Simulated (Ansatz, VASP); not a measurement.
**One calculation of C, two programs**

```
C
1.0
     0.00000    1.76587    1.76587
     1.76587    0.00000    1.76587
     1.76587    1.76587    0.00000
C
2
Cartesian
  -0.4415 -0.4415 -0.4415
  0.4415 0.4415 0.4415
```

Alike in both runs: functional LDA; k mesh 20 × 20 × 20; occupations fermi-dirac, width 0.08 eV; no spin polarisation.

Ansatz relaxed the structure, and its values are those at the end. VASP's run is a single point on that final structure, the one shown.

```csv
,VASP,Ansatz
version,VASP 6.6.1,Ansatz 0.2.0
potentials or method,"VASP PAW LDA potentials, release 64 (C)","PAW with Ansatz's default frozen-core files, scalar-relativistic"
plane-wave cutoff (eV),520,420
valence electrons in the cell,8,8
```

```tsv
	VASP	Ansatz	Ansatz less VASP
pressure (GPa)	1.6	0.0	-1.63
```

LDA's correlation is that of Perdew and Zunger in VASP and of Perdew and Wang (1992) in Ansatz.
